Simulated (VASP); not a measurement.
# HfH2 (I4/mmm) in VASP: a series of runs, part 2 of 2

VASP 6.6.1. Earlier steps stand in the parts before.

## Step 4: Electric field gradients, LDA (volume scaled by 0.97)

INCAR

```
SYSTEM = HfH2
PREC = Accurate ; ENCUT = 520
EDIFF = 1E-8 ; ISMEAR = -1
SIGMA = 0.03 ; LREAL = .False.
LASPH = .True. ; NELM = 100
ALGO = Normal ; ISIF = 2
LWAVE = .False. ; LCHARG = .False.
LEFG = .True. ; NBANDS = 13
```

KPOINTS

```
Automatic mesh
0
Gamma
  15 15 15
  0 0 0
```

POSCAR

```
HfH2
1.0
   -1.7132226083      1.7132226083      2.1231335821
    1.7132226083     -1.7132226083      2.1231335821
    1.7132226083      1.7132226083     -2.1231335821
Hf H
1 2
Direct
    0.0000000000      0.0000000000      0.0000000000
    0.2500000000      0.7500000000      0.5000000000
    0.7500000000      0.2500000000      0.5000000000
```

Potentials or basis: VASP PAW LDA potentials, release 64 (Hf_pv, H).

Run with:

```console
> cat potpaw_LDA.64/Hf_pv/POTCAR potpaw_LDA.64/H/POTCAR > POTCAR
> mpirun -np 1 vasp_std > vasp.out
```

OUTCAR:

```text
SYSTEM = HfH2
   PREC = Accurate
   ENCUT = 520
   EDIFF = 1E-8
   ISMEAR = -1
   LREAL = .False.
   LASPH = .True.
   NELM = 100
   ISIF = 2

 ion  position               nearest neighbor table
   1  0.000  0.000  0.000-   3 2.02   2 2.02   2 2.02   3 2.02   2 2.02   3 2.02   3 2.02   2 2.02

   2  0.250  0.750  0.500-   1 2.02   1 2.02   1 2.02   1 2.02
   3  0.750  0.250  0.500-   1 2.02   1 2.02   1 2.02   1 2.02

  LATTYP: Found a body centered tetragonal cell.
 ALAT       =     3.4264452166
 C/A-ratio  =     1.2392631126

  Lattice vectors:

 A1 = (  -1.7132226083,   1.7132226083,   2.1231335821)
 A2 = (   1.7132226083,  -1.7132226083,   2.1231335821)
 A3 = (   1.7132226083,   1.7132226083,  -2.1231335821)

Analysis of symmetry for initial positions (statically):
[... 583 lines left out ...]
     1.713222608 -1.713222608  2.123133582     0.291847655  0.000000000  0.235500962
     1.713222608  1.713222608 -2.123133582     0.291847655  0.291847655  0.000000000

 POSITION                                       TOTAL-FORCE (eV/Angst)
 -----------------------------------------------------------------------------------
      0.00000      0.00000      0.00000        -0.000000      0.000000     -0.000000
      1.71322     -0.00000      1.06157        -0.000000     -0.000000      0.000000
     -0.00000      1.71322      1.06157         0.000000     -0.000000      0.000000
 -----------------------------------------------------------------------------------
    total drift:                                0.000000      0.000000      0.000000

  FREE ENERGIE OF THE ION-ELECTRON SYSTEM (eV)
  ---------------------------------------------------
  free  energy   TOTEN  =       -19.4981202548 eV

  energy  without entropy=      -19.4965817246  energy(sigma->0) =      -19.49735099

 Electric field gradients (V/A^2)
---------------------------------------------------------------------
 ion       V_xx      V_yy      V_zz      V_xy      V_xz      V_yz
---------------------------------------------------------------------
   1      14.607    14.607   -29.215     0.001     0.000     0.000
   2       0.139     0.139    -0.279     0.001     0.001     0.001
   3       0.139     0.139    -0.279     0.001     0.001     0.001
---------------------------------------------------------------------

 Electric field gradients after diagonalization (V/A^2)
 (convention: |V_zz| > |V_xx| > |V_yy|)
----------------------------------------------------------------------
 ion       V_xx      V_yy      V_zz     asymmetry (V_yy - V_xx)/ V_zz
----------------------------------------------------------------------
   1      14.608    14.607   -29.215       0.000
   2       0.140     0.138    -0.279       0.008
   3       0.140     0.138    -0.279       0.008
----------------------------------------------------------------------

           NMR quadrupolar parameters

 Cq : quadrupolar parameter    Cq=e*Q*V_zz/h
 eta: asymmetry parameters     (V_yy - V_xx)/ V_zz
 Q  : nuclear electric quadrupole moment in mb (millibarn)
----------------------------------------------------------------------
 ion       Cq(MHz)       eta       Q (mb)
----------------------------------------------------------------------
   1      -0.071       0.000       1.000
   2      -0.001       0.008       1.000
   3      -0.001       0.008       1.000
----------------------------------------------------------------------
```

stdout:

```text
POSCAR found type information on POSCAR HfH
 POSCAR found :  2 types and       3 ions
 scaLAPACK will be used
 LDA part: xc-table for (Slater(with rela. corr.)+CA(PZ))
 , standard interpolation
 POSCAR, INCAR and KPOINTS ok, starting setup
 FFT: planning ... GRIDC
 FFT: planning ... GRID_SOFT
 FFT: planning ... GRID
 WAVECAR not read
 entering main loop
ion   1

ion   2

ion   3
```

Wall time 51 s (1 thread of Intel Xeon Platinum 8375C at 2.90GHz (Ice Lake), shared host); peak memory 0.21 GiB.

Results:

```
Free energy            : -19.4981 eV
Pressure               : -0.3 GPa
Band gap on the k mesh : zero (band 6 reaches 6.08 eV, above the bottom of band 7 at 5.08 eV)
```

Levels at points of the mesh, in eV from the Fermi level:
```
           k point  band 3  band 4  band 5  band 6  band 7  band 8  band 9  band 10
(0.00, 0.00, 0.00)  -30.55  -11.48   -1.11   -0.54   -0.54    0.35    1.85     3.35
```

Electric field gradients, principal values (V/Å²):
| atom | least | middle | greatest (by size) |
| --- | --- | --- | --- |
| 1 Hf | 14.607 | 14.608 | -29.215 |
| 2 H | 0.138 | 0.140 | -0.279 |
| 3 H | 0.138 | 0.140 | -0.279 |

Caveat: without QUAD_EFG the Cq values of the log hold for a quadrupole moment of 1 mb, not for the nuclei; spin-orbit coupling is left out, which moves the levels of the heavy elements.

## Step 5: Electric field gradients, LDA (volume scaled by 1.03)

INCAR

```
PREC = Accurate
ENCUT = 520
EDIFF = 1E-8
ISMEAR = -1
SIGMA = 0.03
LREAL = F
LASPH = T
NELM = 80
ALGO = Normal
ISIF = 2
LWAVE = F
LCHARG = F
GGA = CA
LEFG = T
NBANDS = 13
```

KPOINTS

```
regular mesh
0
Gamma
  15 15 15
```

POSCAR

```
HfH2
1.0
   -1.7478424935      1.7478424935      2.1660367287
    1.7478424935     -1.7478424935      2.1660367287
    1.7478424935      1.7478424935     -2.1660367287
Hf H
1 2
Direct
    0.0000000000      0.0000000000      0.0000000000
    0.2500000000      0.7500000000      0.5000000000
    0.7500000000      0.2500000000      0.5000000000
```

Potentials or basis: VASP PAW LDA potentials, release 64 (Hf_pv, H).

Run with:

```console
> cat potpaw_LDA.64/Hf_pv/POTCAR potpaw_LDA.64/H/POTCAR > POTCAR
> mpirun -np 1 vasp_std > vasp.out
```

OUTCAR:

```text
PREC = Accurate
   ENCUT = 520
   EDIFF = 1E-8
   ISMEAR = -1
   LREAL = F
   LASPH = T
   NELM = 80
   ISIF = 2
   GGA = CA

 ion  position               nearest neighbor table
   1  0.000  0.000  0.000-   3 2.06   2 2.06   2 2.06   3 2.06   2 2.06   3 2.06   3 2.06   2 2.06

   2  0.250  0.750  0.500-   1 2.06   1 2.06   1 2.06   1 2.06
   3  0.750  0.250  0.500-   1 2.06   1 2.06   1 2.06   1 2.06

  LATTYP: Found a body centered tetragonal cell.
 ALAT       =     3.4956849870
 C/A-ratio  =     1.2392631125

  Lattice vectors:

 A1 = (  -1.7478424935,   1.7478424935,   2.1660367287)
 A2 = (   1.7478424935,  -1.7478424935,   2.1660367287)
 A3 = (   1.7478424935,   1.7478424935,  -2.1660367287)

Analysis of symmetry for initial positions (statically):
=====================================================================
 Subroutine PRICEL returns:
 Original cell was already a primitive cell.

[... 580 lines left out ...]
     1.747842494  1.747842494 -2.166036729     0.286066966  0.286066966  0.000000000

 POSITION                                       TOTAL-FORCE (eV/Angst)
 -----------------------------------------------------------------------------------
      0.00000      0.00000      0.00000         0.000000      0.000000      0.000000
      1.74784      0.00000      1.08302         0.000000     -0.000000      0.000000
      0.00000      1.74784      1.08302        -0.000000      0.000000     -0.000000
 -----------------------------------------------------------------------------------
    total drift:                                0.000000      0.000000      0.000000

  FREE ENERGIE OF THE ION-ELECTRON SYSTEM (eV)
  ---------------------------------------------------
  free  energy   TOTEN  =       -19.4524383581 eV

  energy  without entropy=      -19.4508507381  energy(sigma->0) =      -19.45164455

 Electric field gradients (V/A^2)
---------------------------------------------------------------------
 ion       V_xx      V_yy      V_zz      V_xy      V_xz      V_yz
---------------------------------------------------------------------
   1      14.003    14.003   -28.006     0.001     0.000     0.000
   2       0.086     0.086    -0.173     0.002     0.001     0.001
   3       0.086     0.086    -0.173     0.002     0.001     0.001
---------------------------------------------------------------------

 Electric field gradients after diagonalization (V/A^2)
 (convention: |V_zz| > |V_xx| > |V_yy|)
----------------------------------------------------------------------
 ion       V_xx      V_yy      V_zz     asymmetry (V_yy - V_xx)/ V_zz
----------------------------------------------------------------------
   1      14.004    14.002   -28.006       0.000
   2       0.088     0.085    -0.173       0.019
   3       0.088     0.085    -0.173       0.019
----------------------------------------------------------------------

           NMR quadrupolar parameters

 Cq : quadrupolar parameter    Cq=e*Q*V_zz/h
 eta: asymmetry parameters     (V_yy - V_xx)/ V_zz
 Q  : nuclear electric quadrupole moment in mb (millibarn)
----------------------------------------------------------------------
 ion       Cq(MHz)       eta       Q (mb)
----------------------------------------------------------------------
   1      -0.068       0.000       1.000
   2      -0.000       0.019       1.000
   3      -0.000       0.019       1.000
----------------------------------------------------------------------
```

stdout:

```text
POSCAR found type information on POSCAR HfH
 POSCAR found :  2 types and       3 ions
 scaLAPACK will be used
 LDA part: xc-table for (Slater(with rela. corr.)+CA(PZ))
 , standard interpolation
 POSCAR, INCAR and KPOINTS ok, starting setup
 FFT: planning ... GRIDC
 FFT: planning ... GRID_SOFT
 FFT: planning ... GRID
 WAVECAR not read
 entering main loop
ion   1

ion   2

ion   3
```

Wall time 49 s (1 thread of Intel Xeon Platinum 8375C at 2.90GHz (Ice Lake), shared host); peak memory 0.21 GiB.

What came out:

```yaml
Free_energy: -19.4524 eV
Pressure: -9.1 GPa
Band_gap_on_the_k_mesh: zero (band 6 reaches 5.62 eV, above the bottom of band 7 at 4.69 eV)
```

Electric field gradients, principal values (V/Å²):
| atom | least | middle | greatest (by size) |
| --- | --- | --- | --- |
| 1 Hf | 14.002 | 14.004 | -28.006 |
| 2 H | 0.085 | 0.088 | -0.173 |
| 3 H | 0.085 | 0.088 | -0.173 |

Caveat: without QUAD_EFG the Cq values of the log hold for a quadrupole moment of 1 mb, not for the nuclei; spin-orbit coupling is left out, which moves the levels of the heavy elements.

## Step 6: Electric field gradients, LDA (volume scaled by 1.06)

INCAR

```
ALGO = Normal
EDIFF = 1E-8
ENCUT = 520
ISIF = 2
ISMEAR = -1
LASPH = True
LCHARG = False
LEFG = True
LREAL = False
LWAVE = False
NBANDS = 13
NELM = 60
PREC = Accurate
SIGMA = 0.03
```

KPOINTS

```
k-points
0
Gamma
  15 15 15
```

POSCAR

```
HfH2
1.0
   -1.7646497024      1.7646497024      2.1868652827
    1.7646497024     -1.7646497024      2.1868652827
    1.7646497024      1.7646497024     -2.1868652827
Hf H
1 2
Direct
    0.0000000000      0.0000000000      0.0000000000
    0.2500000000      0.7500000000      0.5000000000
    0.7500000000      0.2500000000      0.5000000000
```

Potentials or basis: VASP PAW LDA potentials, release 64 (Hf_pv, H).

Run with:

```console
> cat potpaw_LDA.64/Hf_pv/POTCAR potpaw_LDA.64/H/POTCAR > POTCAR
> mpirun -np 1 vasp_std > vasp.out
```

OUTCAR:

```text
EDIFF = 1E-8
   ENCUT = 520
   ISIF = 2
   ISMEAR = -1
   LASPH = True
   LREAL = False
   NELM = 60
   PREC = Accurate

 ion  position               nearest neighbor table
   1  0.000  0.000  0.000-   3 2.08   2 2.08   2 2.08   3 2.08   2 2.08   3 2.08   3 2.08   2 2.08

   2  0.250  0.750  0.500-   1 2.08   1 2.08   1 2.08   1 2.08
   3  0.750  0.250  0.500-   1 2.08   1 2.08   1 2.08   1 2.08

  LATTYP: Found a body centered tetragonal cell.
 ALAT       =     3.5292994048
 C/A-ratio  =     1.2392631125

  Lattice vectors:

 A1 = (  -1.7646497024,   1.7646497024,   2.1868652827)
 A2 = (   1.7646497024,  -1.7646497024,   2.1868652827)
 A3 = (   1.7646497024,   1.7646497024,  -2.1868652827)

Analysis of symmetry for initial positions (statically):
=====================================================================
 Subroutine PRICEL returns:
 Original cell was already a primitive cell.
[... 582 lines left out ...]
     1.764649702  1.764649702 -2.186865283     0.283342354  0.283342354  0.000000000

 POSITION                                       TOTAL-FORCE (eV/Angst)
 -----------------------------------------------------------------------------------
      0.00000      0.00000      0.00000        -0.000000     -0.000000      0.000000
      1.76465     -0.00000      1.09343         0.000000     -0.000000     -0.000000
     -0.00000      1.76465      1.09343        -0.000000      0.000000      0.000000
 -----------------------------------------------------------------------------------
    total drift:                               -0.000000     -0.000000      0.000000

  FREE ENERGIE OF THE ION-ELECTRON SYSTEM (eV)
  ---------------------------------------------------
  free  energy   TOTEN  =       -19.4007896227 eV

  energy  without entropy=      -19.3991785108  energy(sigma->0) =      -19.39998407

 Electric field gradients (V/A^2)
---------------------------------------------------------------------
 ion       V_xx      V_yy      V_zz      V_xy      V_xz      V_yz
---------------------------------------------------------------------
   1      13.653    13.653   -27.305    -0.000     0.000     0.000
   2       0.063     0.063    -0.125    -0.000    -0.000    -0.000
   3       0.063     0.063    -0.125    -0.000    -0.000    -0.000
---------------------------------------------------------------------

 Electric field gradients after diagonalization (V/A^2)
 (convention: |V_zz| > |V_xx| > |V_yy|)
----------------------------------------------------------------------
 ion       V_xx      V_yy      V_zz     asymmetry (V_yy - V_xx)/ V_zz
----------------------------------------------------------------------
   1      13.653    13.653   -27.305       0.000
   2       0.063     0.062    -0.125       0.008
   3       0.063     0.062    -0.125       0.008
----------------------------------------------------------------------

           NMR quadrupolar parameters

 Cq : quadrupolar parameter    Cq=e*Q*V_zz/h
 eta: asymmetry parameters     (V_yy - V_xx)/ V_zz
 Q  : nuclear electric quadrupole moment in mb (millibarn)
----------------------------------------------------------------------
 ion       Cq(MHz)       eta       Q (mb)
----------------------------------------------------------------------
   1      -0.066       0.000       1.000
   2      -0.000       0.008       1.000
   3      -0.000       0.008       1.000
----------------------------------------------------------------------
```

OSZICAR:

```text
N       E                     dE             d eps       ncg     rms          rms(c)
DAV:   1     0.139675536166E+02    0.13968E+02   -0.63890E+03  7504   0.852E+02
DAV:   2    -0.198010969810E+02   -0.33769E+02   -0.32569E+02  9205   0.177E+02
DAV:   3    -0.206209271081E+02   -0.81983E+00   -0.81638E+00  9471   0.194E+01
DAV:   4    -0.206244546508E+02   -0.35275E-02   -0.35267E-02  8404   0.156E+00
DAV:   5    -0.206244783141E+02   -0.23663E-04   -0.23663E-04  9746   0.108E-01    0.451E+01
DAV:   6    -0.196256806043E+02    0.99880E+00   -0.66021E-01  8148   0.618E+00    0.287E+01
DAV:   7    -0.194430832081E+02    0.18260E+00   -0.85547E-01  8413   0.680E+00    0.532E+00
DAV:   8    -0.194037504021E+02    0.39333E-01   -0.16771E-01  7908   0.322E+00    0.227E+00
DAV:   9    -0.194008677508E+02    0.28827E-02   -0.92030E-03  8818   0.795E-01    0.579E-01
DAV:  10    -0.194007935336E+02    0.74217E-04   -0.13181E-03  9138   0.256E-01    0.230E-01
DAV:  11    -0.194007925099E+02    0.10237E-05   -0.25050E-05  9015   0.395E-02    0.116E-01
DAV:  12    -0.194007903348E+02    0.21751E-05   -0.22093E-06  8948   0.113E-02    0.466E-02
DAV:  13    -0.194007896163E+02    0.71846E-06   -0.18605E-06  8618   0.106E-02    0.103E-03
DAV:  14    -0.194007896227E+02   -0.63410E-08   -0.59608E-08  9168   0.211E-03
   1 F= -.19400790E+02 E0= -.19399984E+02  d E =-.161111E-02
```

stdout:

```text
POSCAR found type information on POSCAR HfH
 POSCAR found :  2 types and       3 ions
 scaLAPACK will be used
 LDA part: xc-table for (Slater(with rela. corr.)+CA(PZ))
 , standard interpolation
 POSCAR, INCAR and KPOINTS ok, starting setup
 FFT: planning ... GRIDC
 FFT: planning ... GRID_SOFT
 FFT: planning ... GRID
 WAVECAR not read
 entering main loop
ion   1

ion   2

ion   3
```

Run time: 1.9 min. Hardware: 1 thread of Intel Xeon Platinum 8375C at 2.90GHz (Ice Lake), shared host; peak memory 0.23 GiB.

Results:

```
Free energy            : -19.4008 eV
Pressure               : -12.6 GPa
Band gap on the k mesh : zero (band 6 reaches 5.40 eV, above the bottom of band 7 at 4.51 eV)
```

Electric field gradients, principal values (V/Å²):
```tsv
atom	least	middle	greatest (by size)
1 Hf	13.653	13.653	-27.305
2 H	0.062	0.063	-0.125
3 H	0.062	0.063	-0.125
```

Caveat: without QUAD_EFG the Cq values of the log hold for a quadrupole moment of 1 mb, not for the nuclei; spin-orbit coupling is left out, which moves the levels of the heavy elements.

## Step 7: Summary

```csv
cell,gap on the mesh (eV),pressure (GPa)
"a = 3.188 Å, angles 115.7, 115.7, 97.5°, 3 atoms",none,5.1
"a = 3.221 Å, angles 115.7, 115.7, 97.5°, 3 atoms",none,-0.3
"a = 3.287 Å, angles 115.7, 115.7, 97.5°, 3 atoms",none,-9.1
"a = 3.318 Å, angles 115.7, 115.7, 97.5°, 3 atoms",none,-12.6
```

Alike in all rows: task electric field gradients; level LDA; potentials or basis VASP PAW LDA potentials, release 64 (Hf_pv, H); no spin polarisation; k mesh 15 × 15 × 15; cutoff (eV) 520; smearing fermi-dirac 0.03 eV.

Caveats: spin-orbit coupling is left out, which moves the levels of the heavy elements.

Absolute energies hang on the potentials; compare differences alone.
